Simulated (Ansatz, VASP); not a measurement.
**One calculation of SiCl, two programs**

File INCAR:

```
SYSTEM = SiCl
PREC     = Accurate       ! precision mode
ENCUT    = 520            ! plane-wave cutoff, eV
EDIFF    = 1E-6           ! SCF threshold, eV
ISMEAR   = 0              ! smearing method
SIGMA    = 0.1            ! smearing width, eV
LREAL    = .FALSE.        ! projectors in reciprocal space
LASPH    = .TRUE.         ! aspherical terms in the spheres
NELM     = 100            ! most SCF steps
ALGO     = Normal         ! electronic algorithm
ISIF     = 2              ! what is computed and relaxed
LWAVE    = .FALSE.        ! write WAVECAR
LCHARG   = .TRUE.         ! write CHGCAR
GGA      = PE             ! functional
LELF     = .TRUE.         ! ELF
LVHAR    = .TRUE.       
NBANDS   = 19             ! bands
```

File KPOINTS:

```
regular mesh
0
G
  4 4 4
  0 0 0
```

File POSCAR:

```
SiCl
1.0
    0.0000000000      3.5262110624      3.5262110624
    3.5262110624      0.0000000000      3.5262110624
    3.5262110624      3.5262110624      0.0000000000
Si Cl
2 2
Direct
    0.5000000000      0.5000000000      0.5000000000
    0.7500000000      0.7500000000      0.7500000000
    0.0000000000      0.0000000000      0.0000000000
    0.2500000000      0.2500000000      0.2500000000
```

Input for Ansatz:

```yaml
crystal:
  lattice:
    - [0.0, 3.5262110624, 3.5262110624]
    - [3.5262110624, 0.0, 3.5262110624]
    - [3.5262110624, 3.5262110624, 0.0]
  atoms:
    - { symbol: Si, position: [0.5, 0.5, 0.5] }
    - { symbol: Si, position: [0.75, 0.75, 0.75] }
    - { symbol: Cl, position: [0.0, 0.0, 0.0] }
    - { symbol: Cl, position: [0.25, 0.25, 0.25] }
basis:
  ecutwfc: 420
kpoints:
  mp_grid: { grid: [4, 4, 4] }
hamiltonian:
  xc: pbe
scf:
  occupations: { method: gaussian, width: 0.1 }
  lower_state_search: "off"
output:
  forces: true
  stress: true
  eigenvalues: true
```

Alike in both runs: task single point; functional PBE; k mesh 4 × 4 × 4; occupations gaussian, width 0.1 eV; no spin polarisation.

|  | VASP | Ansatz |
| --- | --- | --- |
| version | VASP 6.6.1 | Ansatz 0.2.0 |
| potentials or method | VASP PAW PBE potentials, release 64 (Si, Cl), cutoff 520 eV | scalar-relativistic, plane waves, PAW |
| valence electrons in the cell | 22 | 22 |

|  | VASP | Ansatz | Ansatz less VASP |
| --- | --- | --- | --- |
| gap on the k mesh at the Fermi level (eV) | none | none | - |
| pressure (GPa) | -6.3 | -6.3 | +0.05 |

A gap of «none» marks a metal or a gap that the smearing closes. The functional is the same, so the differences come from potentials, cutoffs and numerics.

The k mesh is coarse, so the values compare programs but aren't converged.
